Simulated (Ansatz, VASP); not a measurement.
# Two plane-wave programs on Sr2CuSO2

Contents of INCAR:

```
SYSTEM = Sr2CuSO2
PREC = Accurate
ENCUT = 520
EDIFF = 1E-6
ISMEAR = 0
SIGMA = 0.15
LREAL = .False.
LASPH = .True.
NELM = 60
ALGO = Normal
ISIF = 2
LWAVE = .False.
LCHARG = .True.
GGA = PE
LELF = .True.
LVHAR = .True.
NBANDS = 34
```

KPOINTS

```
regular mesh
0
Gamma
  12 12 8
  0 0 0
```

POSCAR

```
Sr2CuSO2
1.0
    4.0188088250      0.0000000000      0.0000000000
    0.0000000000      4.0188088250      0.0000000000
    0.0000000000      0.0000000000      6.8863398065
Sr Cu S O
2 1 1 2
Direct
    0.0000000000      0.0000000000      0.2481265920
    0.0000000000      0.0000000000      0.7518734080
    0.5000000000      0.5000000000      0.0000000000
    0.5000000000      0.5000000000      0.5000000000
    0.0000000000      0.5000000000      0.0000000000
    0.5000000000      0.0000000000      0.0000000000
```

Input for Ansatz:

```yaml
crystal:
  lattice:
    - [4.018808825, 0.0, 0.0]
    - [0.0, 4.018808825, 0.0]
    - [0.0, 0.0, 6.8863398065]
  atoms:
    - { symbol: Sr, position: [0.0, 0.0, 0.248126592] }
    - { symbol: Sr, position: [0.0, 0.0, 0.751873408] }
    - { symbol: Cu, position: [0.5, 0.5, 0.0] }
    - { symbol: S, position: [0.5, 0.5, 0.5] }
    - { symbol: O, position: [0.0, 0.5, 0.0] }
    - { symbol: O, position: [0.5, 0.0, 0.0] }
basis:
  ecutwfc: 420
kpoints:
  mp_grid: { grid: [12, 12, 8] }
hamiltonian:
  xc: pbe
scf:
  occupations: { method: gaussian, width: 0.15 }
output:
  forces: true
  stress: true
  eigenvalues: true
```

Change from the starting cell: strain +0.0300 x Voigt [1, 1, 0, 0, 0, 0], atoms carried along.

Alike in both runs: task single point; functional PBE; k mesh 12 × 12 × 8; occupations gaussian, width 0.15 eV; no spin polarisation.

```csv
,VASP,Ansatz
version,VASP 6.6.1,Ansatz 0.2.0
potentials or method,"VASP PAW PBE potentials, release 64 (Sr_sv, Cu, S, O), cutoff 520 eV","scalar-relativistic, plane waves, PAW"
valence electrons in the cell,49,57
```

```tsv
	VASP	Ansatz	Ansatz less VASP
gap on the k mesh at the Fermi level (eV)	none	none	-
pressure (GPa)	-4.5	-4.9	-0.32
traceless stress, the component that is largest in VASP (GPa)	3.25	3.36	+0.109
rms of the force components (eV/Å)	0.086	0.099	+0.0133
```

Atom by atom the forces differ by 0.013 eV/Å (rms over components). A gap of «none» marks a metal or a gap that the smearing closes. With one functional, cell and mesh, what is left measures potentials, basis and numerics. VASP's potentials hold 49 valence electrons a cell and Ansatz's 57, so a difference there can come from the potentials and not from the codes.
